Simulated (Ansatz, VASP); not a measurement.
# One calculation of CaBPd3, two programs

The input INCAR:

```
SYSTEM = CaBPd3
ALGO = Normal
EDIFF = 1E-6
ENCUT = 520
GGA = CA
ISIF = 2
ISMEAR = -1
LASPH = .TRUE.
LCHARG = .FALSE.
LREAL = .FALSE.
LWAVE = .FALSE.
NBANDS = 30
NELM = 80
PREC = Accurate
SIGMA = 0.1
```

The input KPOINTS:

```
k-points
0
G
  6 6 6
  0 0 0
```

Contents of POSCAR:

```
CaBPd3
1.0
    4.2009654604      0.0000000000      0.0000000000
    0.0000000000      4.2009654604      0.0000000000
    0.0000000000      0.0000000000      4.2009654604
Ca B Pd
1 1 3
Direct
    0.5000000000      0.5000000000      0.5000000000
    0.0000000000      0.0000000000      0.0000000000
    0.5000000000      0.0000000000      0.0000000000
    0.0000000000      0.5000000000      0.0000000000
    0.0000000000      0.0000000000      0.5000000000
```

Input for Ansatz:

```yaml
crystal:
  lattice:
    - [4.200965460389783, 0.0, 0.0]
    - [0.0, 4.200965460389783, 0.0]
    - [0.0, 0.0, 4.200965460389783]
  atoms:
    - { symbol: Ca, position: [0.5, 0.5, 0.5] }
    - { symbol: B, position: [0.0, 0.0, 0.0] }
    - { symbol: Pd, position: [0.5, 0.0, 0.0] }
    - { symbol: Pd, position: [0.0, 0.5, 0.0] }
    - { symbol: Pd, position: [0.0, 0.0, 0.5] }
basis:
  ecutwfc: 476.19925930478996
kpoints:
  mp_grid:
    grid: [6, 6, 6]
hamiltonian:
  xc: lda
scf:
  max_iter: 80
  mixing:
    algorithm: msr1
    beta: 0.7
  occupations:
    method: fermi_dirac
output:
  stress: true
```

Alike in both runs: task single point; functional LDA; k mesh 6 × 6 × 6; no spin polarisation.

|  | VASP | Ansatz |
| --- | --- | --- |
| version | VASP 6.6.1 | Ansatz 0.2.0 |
| potentials or method | VASP PAW LDA potentials, release 64 (Ca_sv, B, Pd), cutoff 520 eV | plane waves, PAW |
| occupations | fermi-dirac, width 0.1 eV | fermi-dirac |
| valence electrons in the cell | 43 | 67 |

Ansatz gave:

- pressure (GPa): -0.4

Problem. Which values does VASP return?

Solution. Pressure (GPa): 0.2.

LDA's correlation is that of Perdew and Zunger in VASP and of Perdew and Wang (1992) in Ansatz. VASP's potentials hold 43 valence electrons a cell and Ansatz's 67, so a difference there can come from the potentials and not from the codes.
